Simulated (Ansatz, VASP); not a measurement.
**CoO: VASP beside Ansatz**

Contents of INCAR:

```
  PREC = Accurate
  ENCUT = 520
  EDIFF = 1E-7
  ISMEAR = -1
  SIGMA = 0.05
  LREAL = F
  LASPH = T
  NELM = 60
  ALGO = Normal
  ISIF = 2
  LWAVE = F
  LCHARG = T
  GGA = PE
  LELF = T
  LVHAR = T
  NBANDS = 14
```

KPOINTS

```
Automatic mesh
0
Gamma
  11 11 10
```

POSCAR

```
CoO
1.0
    2.8284500000      0.0000000000      0.0000000000
   -1.4142300000      2.4495100000      0.0000000000
    0.0000000000      0.0000000000      2.7217200000
Co O
1 1
Direct
    0.0000000000      0.0000000000      0.5000000000
    0.6666700000      0.3333300000      0.0000000000
```

input.yaml

```yaml
crystal:
  lattice:
    - [2.82845, 0.0, 0.0]
    - [-1.41423, 2.44951, 0.0]
    - [0.0, 0.0, 2.72172]
  atoms:
    - { symbol: Co, position: [0.0, 0.0, 0.5] }
    - { symbol: O, position: [0.66667, 0.33333, 0.0] }
hamiltonian:
  xc: pbe
  pseudopotentials: { kind: paw }
kpoints:
  mp_grid: { grid: [11, 11, 10] }
scf:
  occupations: { method: fermi_dirac, width: 0.05 }
output:
  forces: true
  stress: true
  eigenvalues: true
  write_density: true
  write_potential: true
  elf: true
  volumetric_format: npy
```

Alike in both runs: task single point; functional PBE; k mesh 11 × 11 × 10; occupations fermi-dirac, width 0.05 eV; no spin polarisation.

|  | VASP | Ansatz |
| --- | --- | --- |
| version | VASP 6.6.1 | Ansatz 0.2.0 |
| potentials or method | VASP PAW PBE potentials, release 64 (Co, O) | Ansatz PAW |
| plane-wave cutoff (eV) | 520 | 420 |
| valence electrons in the cell | 15 | 23 |

Ansatz gave:

| Property | Result |
| --- | --- |
| gap on the k mesh at the Fermi level (eV) | none |
| pressure (GPa) | -12.2 |
| traceless stress, the component that is largest in VASP (GPa) | -1.17 |

Task: Estimate VASP's values.

Result: gap on the k mesh at the Fermi level (eV): none; pressure (GPa): -12.4; traceless stress, the component that is largest in VASP (GPa): -1.34.

A gap of «none» marks a metal or a gap that the smearing closes. VASP's potentials hold 15 valence electrons a cell and Ansatz's 23, so a difference there can come from the potentials and not from the codes.
